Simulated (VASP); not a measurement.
# I (Fmmm) in VASP: a series of runs

Aim: see how the results for I move with the level of theory and the settings. Levels: PBE+D3(BJ), RPBE. Tasks: relaxation of cell and atoms.

All numbers are computed with VASP 6.6.1; they aren't measurements. Logs are shortened: lines on timing, memory, paths and dates and some standing lists are left out, and cuts for length are marked.

### 1 The cell of the first run

It takes space group Fmmm (No. 69, orthorhombic). Conventional cell: a = 4.384 Å, b = 4.731 Å, c = 7.820 Å, α = 90.00°, β = 90.00°, γ = 90.00°. I (site symmetry mmm) has 4 I at 3.23 Å within 4.2 Å.

### 2 Relaxation of cell and atoms, PBE+D3(BJ)

INCAR reads:

```
SYSTEM = I
  PREC = Accurate
  ENCUT = 600
  EDIFF = 1E-6
  ISMEAR = -1
  SIGMA = 0.05
  LREAL = .False.
  LASPH = .True.
  NELM = 80
  ALGO = Normal
  ISIF = 3
  LWAVE = .False.
  LCHARG = .False.
  GGA = PE
  IVDW = 12
  IBRION = 2
  NSW = 60
  EDIFFG = -0.01
```

KPOINTS reads:

```
regular mesh
0
Gamma
  9 9 9
  0 0 0
```

POSCAR reads:

```
I
1.0
    0.0000000000      2.3656004428      3.9098401324
    2.1922454667      0.0000000000      3.9098401324
    2.1922454667      2.3656004428      0.0000000000
I
1
Direct
    0.0000000000      0.0000000000      0.0000000000
```

Potentials or basis: VASP PAW PBE potentials, release 64 (I).

Run with:

```
> cat potpaw_PBE.64/I/POTCAR > POTCAR
> mpirun -np 1 vasp_std > vasp.out
```

OUTCAR:

```text
SYSTEM = I
   PREC = Accurate
   ENCUT = 600
   EDIFF = 1E-6
   ISMEAR = -1
   LREAL = .False.
   LASPH = .True.
   NELM = 80
   ISIF = 3
   GGA = PE
   IVDW = 12
   IBRION = 2
   NSW = 60
   EDIFFG = -0.01
 IVDW          = 12

 ion  position               nearest neighbor table
   1  0.000  0.000  0.000-

  LATTYP: Found a face centered orthorhombic cell.
 ALAT       =     4.3844909334
 B/A-ratio  =     1.0790764441
 C/A-ratio  =     1.7834864717

  Lattice vectors:

 A1 = (   0.0000000000,   2.3656004428,   3.9098401324)
 A2 = (   2.1922454667,   0.0000000000,   3.9098401324)
 A3 = (   2.1922454667,   2.3656004428,   0.0000000000)

Analysis of symmetry for initial positions (statically):
=====================================================================
 Subroutine PRICEL returns:
 Original cell was already a primitive cell.

 Routine SETGRP: Setting up the symmetry group for a
 face centered orthorhombic supercell.

 Subroutine GETGRP returns: Found  8 space group operations
 (whereof  8 operations were pure point group operations)
 out of a pool of  8 trial point group operations.

The static configuration has the point symmetry D_2h.

Analysis of symmetry for dynamics (positions and initial velocities):
=====================================================================
 Subroutine PRICEL returns:
 Original cell was already a primitive cell.

 Routine SETGRP: Setting up the symmetry group for a
 face centered orthorhombic supercell.

 Subroutine GETGRP returns: Found  8 space group operations
 (whereof  8 operations were pure point group operations)
 out of a pool of  8 trial point group operations.

The dynamic configuration has the point symmetry D_2h.

 Subroutine INISYM returns: Found  8 space group operations
 (whereof  8 operations are pure point group operations),
 and found     1 'primitive' translations

----------------------------------------------------------------------------------------

                                     Primitive cell

  volume of cell :      40.5527

  direct lattice vectors                    reciprocal lattice vectors
     0.000000000  2.365600443  3.909840132    -0.228076649  0.211362828  0.127882467
     2.192245467  0.000000000  3.909840132     0.228076649 -0.211362828  0.127882467
     2.192245467  2.365600443  0.000000000     0.228076649  0.211362828 -0.127882467

  length of vectors
     4.569782852  4.482498193  3.225214046     0.336224818  0.336224818  0.336224818

  position of ions in fractional coordinates (direct lattice)
     0.000000000  0.000000000  0.000000000

  ion indices of the primitive-cell ions
   primitive index   ion index
                 1           1

----------------------------------------------------------------------------------------

 KPOINTS: regular mesh

Automatic generation of k-mesh.
 Grid dimensions read from file:
 generate k-points for:    9    9    9

 Generating k-lattice:

  Cartesian coordinates                     Fractional coordinates (reciprocal lattice)
    -0.025341850  0.023484759  0.014209163     0.111111111  0.000000000  0.000000000
     0.025341850 -0.023484759  0.014209163     0.000000000  0.111111111  0.000000000
     0.025341850  0.023484759 -0.014209163     0.000000000  0.000000000  0.111111111

  Length of vectors
     0.037358313  0.037358313  0.037358313

  Shift w.r.t. Gamma in fractional coordinates (k-lattice)
     0.000000000  0.000000000  0.000000000

 Subroutine IBZKPT returns following result:
 ===========================================

 Found    125 irreducible k-points:

 Following reciprocal coordinates:
            Coordinates               Weight
  0.000000  0.000000  0.000000      1.000000
  0.111111  0.000000  0.000000      8.000000
  0.222222  0.000000  0.000000      8.000000
  0.333333  0.000000  0.000000      8.000000
  0.444444  0.000000  0.000000      8.000000
  0.111111  0.111111  0.000000      2.000000
[... 16 lines left out ...]
 -0.333333  0.333333 -0.000000      4.000000
  0.444444  0.444444  0.000000      2.000000
 [... further k-points ...]
   k-points           NKPTS =    125   k-points in BZ     NKDIM =    125   number of bands    NBANDS=      7
   number of dos      NEDOS =    301   number of ions     NIONS =      1
   total plane-waves  NPLWV =  40320
   dimension x,y,z NGX =    40 NGY =   36 NGZ =   28
   dimension x,y,z NGXF=    80 NGYF=   72 NGZF=   56
   ions per type =               1
   NGX,Y,Z   is equivalent  to a cutoff of  14.55, 13.35, 14.43 a.u.
   NGXF,Y,Z  is equivalent  to a cutoff of  29.10, 26.70, 28.87 a.u.
 SYSTEM =  I
   PREC   = accura    normal or accurate (medium, high low for compatibility)
   ISTART =      0    job   : 0-new  1-cont  2-samecut
   ICHARG =      2    charge: 1-file 2-atom 10-const
   ISPIN  =      1    spin polarized calculation?
   LNONCOLLINEAR =      F non collinear calculations
   LSORBIT =      F    spin-orbit coupling
   LASPH  =      T    aspherical Exc in radial PAW
   ENCUT  =  600.0 eV  44.10 Ry    6.64 a.u.   9.13  8.95  6.44*2*pi/ulx,y,z
   NELM   =     80;   NELMIN=  2; NELMDL= -5     # of ELM steps
   EDIFF  = 0.1E-05   stopping-criterion for ELM
   LREAL  =      F    real-space projection
   EDIFFG = -.1E-01   stopping-criterion for IOM
   NSW    =     60    number of steps for IOM
   IBRION =      2    ionic relax: 0-MD 1-quasi-New 2-CG
   NFREE  =      1    steps in history (QN), initial steepest desc. (CG)
   ISIF   =      3    stress and relaxation
   ISYM   =      2    0-nonsym 1-usesym 2-fastsym
   POTIM  = 0.5000    time-step for ionic-motion
   TEBEG  =    0.0;   TEEND  =   0.0 temperature during run
   PSTRESS=    0.0 pullay stress
   NELECT =       7.0000    total number of electrons
   NUPDOWN=      -1.0000    fix difference up-down
   EMIN   =  10.00;   EMAX   =-10.00  energy-range for DOS
   EFERMI =   0.00;   METHOD = LEGACY
   ISMEAR =    -1;   SIGMA  =   0.05  broadening in eV -4-tet -1-fermi 0-gaus
   EFERMI_NEDOS =   21; number of points for ismear=-14 and -15
   IALGO  =     38    algorithm
   IMIX   =      4    mixing-type and parameters
     AMIX     =   0.40;   BMIX     =  1.00
     AMIX_MAG =   1.60;   BMIX_MAG =  1.00
  volume/ion in A,a.u.               =      40.55       273.66
  Fermi-wavevector in a.u.,A,eV,Ry     =   0.911523  1.722529 11.304731  0.830874
  Thomas-Fermi vector in A             =   2.035812
   LORBIT       =      0    0 simple, 1 ext, 2 COOP (PROOUT), +10 PAW based schemes
   GGA     = PE    functional components
   LHFCALC =     F    Hartree Fock is set to
   AEXX    =    0.0000 exact exchange contribution
   IVDW    =    12    specifies the selected vdW correction
   LEPSILON=     F    determine dielectric tensor
   LRPA    =     F    only Hartree local field effects (RPA)
 conjugate gradient relaxation of ions
 non-spin polarized calculation
  energy-cutoff  :      600.00
  volume of cell :       40.55
 maximum number of plane-waves:      1376
 NGX is ok and might be reduce to    40
   NGX = 19   NGY = 17   NGZ = 13

--------------------------------------- Ionic step        1  -------------------------------------------

 number of electron       6.9999999 magnetization

 Free energy of the ion-electron system (eV)
  ---------------------------------------------------
  ext. energy  EPLUGINS =         0.00000000
  ---------------------------------------------------
  free energy    TOTEN  =        -1.39167167 eV

  energy without entropy =       -1.38653985  energy(sigma->0) =       -1.38910576

------------------------ aborting loop because EDIFF is reached ----------------------------------------

 Edisp (eV)   -0.31720

 E8    (eV) :    -0.1413

  FORCE on cell =-STRESS in cart. coord.  units (eV):
  Direction    XX          YY          ZZ          XY          YZ          ZX
  --------------------------------------------------------------------------------------
  -------------------------------------------------------------------------------------
  Total      -0.23218    -0.29076    -0.20752     0.00000     0.00000     0.00000
  in kB      -9.17329   -11.48734    -8.19885     0.00000     0.00000     0.00000
  external pressure =       -9.62 kB  Pullay stress =        0.00 kB
[... 94 lines left out ...]
  FREE ENERGIE OF THE ION-ELECTRON SYSTEM (eV)
  ---------------------------------------------------
  free  energy   TOTEN  =        -1.7129707008 eV

  energy  without entropy=       -1.7082938637  energy(sigma->0) =       -1.71063228

[... ionic steps 4 to 17 ...]

--------------------------------------- Ionic step       18  -------------------------------------------

 number of electron       7.0000000 magnetization

------------------------ aborting loop because EDIFF is reached ----------------------------------------

 Edisp (eV)   -0.34922

 E8    (eV) :    -0.1564
[... 67 lines left out ...]
  energy  without entropy=       -1.7134866663  energy(sigma->0) =       -1.71624816

--------------------------------------- Ionic step       20  -------------------------------------------

 number of electron       7.0000000 magnetization

 Free energy of the ion-electron system (eV)
  ---------------------------------------------------
  ext. energy  EPLUGINS =         0.00000000
  ---------------------------------------------------
  free energy    TOTEN  =        -1.36975726 eV

  energy without entropy =       -1.36427381  energy(sigma->0) =       -1.36701554

 E-fermi :   4.3261     XC(G=0):  -8.6627

 val. band max:        4.3210131385   @ k =  -0.3333   0.4444   0.1111
 cond. band min:       4.3541500817   @ k =   0.2222   0.1111   0.1111
 fundamental gap:      0.0331369432
 Fermi energy:         4.3261333858

 k-point     1 :       0.0000    0.0000    0.0000
  band No.  band energies     occupation
      1      -9.8050      2.00000
      2       2.6578      2.00000
      3       5.2558      0.00000
      4       5.3711      0.00000
      5       9.1635      0.00000
      6      11.8085      0.00000
      7      12.7531      0.00000
[... 221 lines left out ...]
 k-point    24 :       0.4444    0.4444    0.0000
  band No.  band energies     occupation
      1      -9.4152      2.00000
      2      -0.1031      2.00000
      3       4.9091      0.00002
      4       5.0383      0.00000
      5      11.0754      0.00000
      6      11.4593      0.00000
      7      15.9005      0.00000

 [... further k-points ...]

------------------------ aborting loop because EDIFF is reached ----------------------------------------

 Edisp (eV)   -0.34926

 E8    (eV) :    -0.1564

  FORCE on cell =-STRESS in cart. coord.  units (eV):
  Direction    XX          YY          ZZ          XY          YZ          ZX
  --------------------------------------------------------------------------------------
  -------------------------------------------------------------------------------------
  Total      -0.00256    -0.00434    -0.00342    -0.00000     0.00000     0.00000
  in kB      -0.10973    -0.18581    -0.14638    -0.00000     0.00000     0.00000
  external pressure =       -0.15 kB  Pullay stress =        0.00 kB
[... 16 lines left out ...]
  FREE ENERGIE OF THE ION-ELECTRON SYSTEM (eV)
  ---------------------------------------------------
  free  energy   TOTEN  =        -1.7190184532 eV

  energy  without entropy=       -1.7135350057  energy(sigma->0) =       -1.71627673

 reached required accuracy - stopping structural energy minimisation
```

Run time: 4.4 min. Hardware: 1 thread of AMD EPYC 9R45 (Zen 5), shared host; peak memory 0.2 GiB.

What came out:

```yaml
Free_energy: -1.7190 eV
Relaxed_volume: 37.41 Å³/atom
Relaxed_cell: a = 4.324 Å, b = 4.287 Å, c = 3.196 Å, α = 68.84°, β = 67.59°, γ = 43.57°
Space_group_after_relaxing_to_0.1_Å: Fmmm (No. 69)
Energy_gained_by_relaxing: 10.1 meV/atom
Ionic_steps: 20
Pressure_after_relaxing: 0.0 GPa
Band_gap_on_the_k_mesh: zero (an odd number of electrons rules out a gap without spin polarisation)
Dispersion_energy_per_atom: -0.349 eV
```

The path:
```
step  energy change (eV)  largest force (eV/Å)  pressure (GPa)  volume (Å³)
   1              0.0000                0.0000           -0.96        40.55
   2             -0.0041                0.0000            0.04        39.14
   3             -0.0041                0.0000           -0.04        39.26
   4             -0.0062                0.0000            0.06        38.83
   5             -0.0094                0.0000           -0.06        37.71
   6             -0.0096                0.0000            0.16        37.20
   7             -0.0097                0.0000            0.02        37.33
   8             -0.0097                0.0000            0.08        37.29
   9             -0.0098                0.0000           -0.08        37.44
  10             -0.0098                0.0000           -0.06        37.45
  11             -0.0099                0.0000           -0.06        37.46
  12             -0.0100                0.0000           -0.01        37.48
  13             -0.0100                0.0000            0.10        37.52
  14             -0.0101                0.0000            0.04        37.50
  15             -0.0101                0.0000           -0.06        37.58
  16             -0.0101                0.0000           -0.04        37.57
  17             -0.0101                0.0000           -0.01        37.51
  18             -0.0101                0.0000            0.03        37.41
  19             -0.0101                0.0000           -0.05        37.41
  20             -0.0101                0.0000           -0.01        37.41
```

Final structure:
```xyz
1
Lattice="0.0000 2.2952 3.6650 2.2239 0.0000 3.6650 2.2239 2.2952 0.0000" Properties=species:S:1:pos:R:3 pbc="T T T"
I     0.0000    0.0000    0.0000
```

Levels at points of the mesh, in eV from the Fermi level:
```
           k point  band 1  band 2  band 3  band 4  band 5  band 6  band 7
(0.00, 0.00, 0.00)  -14.13   -1.67    0.93    1.04    4.84    7.48    8.43
```

Caveat: spin-orbit coupling is left out, which moves the levels of the heavy elements; an odd number of electrons without spin polarisation forces a metal; a magnetic or distorted state may lie lower.

### 3 Relaxation of cell and atoms, RPBE

INCAR reads:

```
  PREC = Accurate
  ENCUT = 600
  EDIFF = 1E-6
  ISMEAR = -1
  SIGMA = 0.05
  LREAL = False
  LASPH = True
  NELM = 100
  ALGO = Normal
  ISIF = 3
  LWAVE = False
  LCHARG = False
  GGA = RP
  IBRION = 2
  NSW = 60
  EDIFFG = -0.01
```

KPOINTS reads:

```
regular mesh
0
Gamma
  9 9 9
```

POSCAR is that of step 2.

Potentials or basis: VASP PAW PBE potentials, release 64 (I).

Run with:

```
> cat potpaw_PBE.64/I/POTCAR > POTCAR
> mpirun -np 1 vasp_std > vasp.out
```

It took 6.5 min on 1 thread of AMD EPYC 9R45 (Zen 5), shared host; peak memory 0.2 GiB.

It converged, with:

```
Free energy                           : -1.1677 eV
Relaxed volume                        : 60.46 Å³/atom
Relaxed cell                          : a = 6.083 Å, b = 6.087 Å, c = 3.278 Å, α = 74.30°, β = 74.45°, γ = 31.25°
Space group after relaxing (to 0.1 Å) : I4/mmm (No. 139)
Energy gained by relaxing             : 77.4 meV/atom
Ionic steps                           : 21
Pressure after relaxing               : 0.0 GPa
Band gap on the k mesh                : zero (an odd number of electrons rules out a gap without spin polarisation)
```

The path:
| step | energy change (eV) | largest force (eV/Å) | pressure (GPa) | volume (Å³) |
| --- | --- | --- | --- | --- |
| 1 | 0.0000 | 0.0000 | 1.79 | 40.55 |
| 2 | -0.0185 | 0.0000 | 0.35 | 43.27 |
| 3 | -0.0202 | 0.0000 | -0.19 | 44.64 |
| 4 | -0.0361 | 0.0000 | -0.16 | 46.17 |
| 5 | -0.0648 | 0.0000 | 0.00 | 50.66 |
| 6 | -0.0748 | 0.0000 | 0.45 | 59.19 |
| 7 | -0.0642 | 0.0000 | -0.78 | 68.39 |
| 8 | -0.0770 | 0.0000 | 0.01 | 61.76 |
| 9 | -0.0770 | 0.0000 | 0.01 | 61.68 |
| 10 | -0.0765 | 0.0000 | 0.24 | 60.43 |
| 11 | -0.0770 | 0.0000 | 0.04 | 61.57 |
| 12 | -0.0770 | 0.0000 | 0.03 | 61.62 |
| 13 | -0.0772 | 0.0000 | 0.01 | 61.39 |
| 14 | -0.0774 | 0.0000 | -0.05 | 60.70 |
| 15 | -0.0774 | 0.0000 | 0.03 | 60.20 |
| 16 | -0.0774 | 0.0000 | 0.02 | 60.37 |
| 17 | -0.0774 | 0.0000 | 0.00 | 60.50 |
| 18 | -0.0774 | 0.0000 | -0.02 | 60.53 |
| 19 | -0.0774 | 0.0000 | -0.02 | 60.51 |
| 20 | -0.0774 | 0.0000 | -0.03 | 60.50 |
| 21 | -0.0774 | 0.0000 | 0.01 | 60.46 |

Final structure:
```yaml
crystal:
  lattice:
    - [0.00000, 2.31225, 5.62617]
    - [2.32365, 0.00000, 5.62617]
    - [2.32365, 2.31225, 0.00000]
  atoms:
    - { symbol: I, position: [0.00000, 0.00000, 0.00000] }
```

Levels at points of the mesh, in eV from the Fermi level:
```
           k point  band 1  band 2  band 3  band 4  band 5  band 6  band 7
(0.00, 0.00, 0.00)  -13.45   -2.73    0.70    0.72    3.99    7.25    7.75
```

Caveat: the volume moved by over 15 % at a fixed basis, so the end points are rough; the PAW data sets were made with another functional, which shifts forces and pressure a little; spin-orbit coupling is left out, which moves the levels of the heavy elements; an odd number of electrons without spin polarisation forces a metal; a magnetic or distorted state may lie lower.

The gap in the log of VASP goes by the Fermi energy; the results here count the filled bands.